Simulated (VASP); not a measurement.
# BaTiO3: single point with r2SCAN

BaTiO3:

```
Ba Ti O
1.0
     3.97232    0.00000    0.00000
     0.00000    3.97232    0.00000
     0.00000    0.00000    4.11238
Ba Ti O
1 1 3
Direct
  0.00000 0.00000 0.97437
  0.50000 0.50000 0.47453
  0.50000 0.50000 0.03157
  0.50000 0.00000 0.51464
  0.00000 0.50000 0.51464
```

This cell differs from its parent crystal: all Ba atoms moved -0.075 Å, as atom 1 along Cartesian [0 0 1].

```yaml
Program: VASP 6.6.1
Task: single point
Functional: r2SCAN
Potentials_or_basis: VASP PAW PBE potentials, release 64 (Ba_sv, Ti_sv, O_h)
Cutoff: 910 eV
k_mesh: 8 × 8 × 8
Occupations: gaussian, width 0.05 eV
Spin: no spin polarisation
Dipole_correction: no
Further_INCAR_settings: ALGO = Normal; EDIFF = 1e-06; NBANDS = 28
```

```yaml
Pressure: 2.1 GPa
Largest_force: 0.542 eV/Å
Band_gap_on_the_k_mesh: 2.26 eV (least direct gap 2.74 eV)
```

Forces in eV/Å, atoms in the order of the input:
```
Ba   0.000  0.000  0.542
Ti   0.000  0.000 -0.208
O    0.000  0.000 -0.181
O    0.000  0.000 -0.076
O    0.000  0.000 -0.076
```

Stress tensor (GPa, compression positive):
```
1.94 0.00 0.00
0.00 1.94 0.00
0.00 0.00 2.30
```

Levels at points of the mesh, in eV from the valence-band top:
| k point | band 18 | band 19 | band 20 | band 21 | band 22 | band 23 |
| --- | --- | --- | --- | --- | --- | --- |
| (0.00, 0.00, 0.00) | -0.69 | -0.48 | -0.48 | 2.26 | 2.77 | 2.77 |
| (0.50, 0.00, 0.00) | -1.66 | -1.36 | -1.18 | 2.83 | 3.93 | 4.02 |
| (0.50, 0.50, 0.00) | -1.02 | -1.02 | -0.07 | 4.04 | 4.04 | 4.45 |
| (0.00, 0.00, 0.50) | -2.01 | -0.72 | -0.72 | 2.39 | 3.96 | 3.96 |
| (0.50, 0.00, 0.50) | -1.06 | -1.01 | -0.35 | 3.97 | 3.97 | 4.29 |
| (0.50, 0.50, 0.50) | -0.31 | -0.31 | 0.00 | 4.55 | 4.55 | 4.63 |

Wall time 6.1 min on 1 thread of Intel(R) Xeon(R) 6975P-C (Granite Rapids) (shared host), peak memory 0.49 GiB.

Caveat: the cell differs from its parent crystal (all Ba atoms moved -0.075 Å, as atom 1 along Cartesian [0 0 1]); the cutoff is under 1.25 times the usual one of these potentials, so pressure, stress and relaxed cells hold a basis-set (Pulay) error; the PAW data sets were made with another functional, which shifts forces and pressure a little; spin-orbit coupling is left out, which moves the levels of the heavy elements. A k mesh can miss the band edges.
